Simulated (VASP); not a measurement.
A run of VASP 6.6.1:

File INCAR:

```
SYSTEM = CsCl
PREC = Accurate
ENCUT = 500
EDIFF = 1E-6
ISMEAR = -1
SIGMA = 0.02
LREAL = .FALSE.
LASPH = .TRUE.
NELM = 120
ALGO = Normal
ISIF = 2
LWAVE = .FALSE.
LCHARG = .FALSE.
GGA = PS
NBANDS = 15
GGA_COMPAT = .FALSE.
```

Contents of KPOINTS:

```
Automatic mesh
0
G
  6 6 6
  0 0 0
```

The input POSCAR:

```
CsCl
1.0
    4.0711390743      0.0000000000      0.0000000000
    0.0000000000      4.0711390743      0.0000000000
    0.0000000000      0.0000000000      4.0711390743
Cs Cl
1 1
Direct
    0.0000000000      0.0000000000      0.0000000000
    0.5000000000      0.5000000000      0.5000000000
```

Potentials or basis: VASP PAW PBE potentials, release 64 (Cs_sv, Cl).

Run with:

```bash
$ cat potpaw_PBE.64/Cs_sv/POTCAR potpaw_PBE.64/Cl/POTCAR > POTCAR
$ mpirun -np 1 vasp_std > vasp.out
```

Hardware: 1 thread of Intel Xeon 8259CL (shared host).

Estimate the wall time of this run.

Wall time 19 s on 1 thread of Intel Xeon 8259CL, with other jobs on the host, peak memory 0.17 GiB. Counts: scf iterations 12, k points 20.
